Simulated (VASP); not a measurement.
Input of a VASP 6.6.1 run:

INCAR

```
ALGO = Normal
EDIFF = 1E-6
ENCUT = 520
GGA = PE
ISIF = 2
ISMEAR = 0
LASPH = T
LCHARG = F
LREAL = F
LWAVE = F
NBANDS = 25
NELM = 80
PREC = Accurate
SIGMA = 0.1
```

Contents of KPOINTS:

```
k-points
0
Gamma
  6 6 4
```

The input POSCAR:

```
Ta2B2O
1.0
    3.1363860700      0.0000000000      0.0000000000
   -1.5681930300      2.7161900100      0.0000000000
    0.0000000000      0.0000000000      7.3646926500
Ta B O
2 2 1
Direct
    0.0000000000      0.0000000000      0.0000000000
    0.3333333300      0.6666666700      0.5000000000
    0.3333333300      0.6666666700      0.2428985600
    0.3333333300      0.6666666700      0.7571014400
    0.0000000000      0.0000000000      0.5000000000
```

Potentials or basis: VASP PAW PBE potentials, release 64 (Ta_pv, B, O).

Command:

```sh
$ cat potpaw_PBE.64/Ta_pv/POTCAR potpaw_PBE.64/B/POTCAR potpaw_PBE.64/O/POTCAR > POTCAR
$ mpirun -np 1 vasp_std > vasp.out
```

Task: Estimate the band gap on the k mesh.

Result: Zero (band 17 reaches 6.33 eV, above the bottom of band 18 at 4.82 eV).

Task: Predict the largest force.

Result: 6.993 eV/Å.

Task: Estimate the pressure.

Result: 40.0 GPa.

Stress tensor (GPa, compression positive):
```
42.15  0.00  0.00
 0.00 42.15  0.00
 0.00  0.00 35.57
```

Caveat: the k points lie up to 0.39 Å⁻¹ apart; spin-orbit coupling is left out, which moves the levels of the heavy elements; forces of over 1 eV/Å act on the atoms, so gaps and moduli don't describe the material at rest.
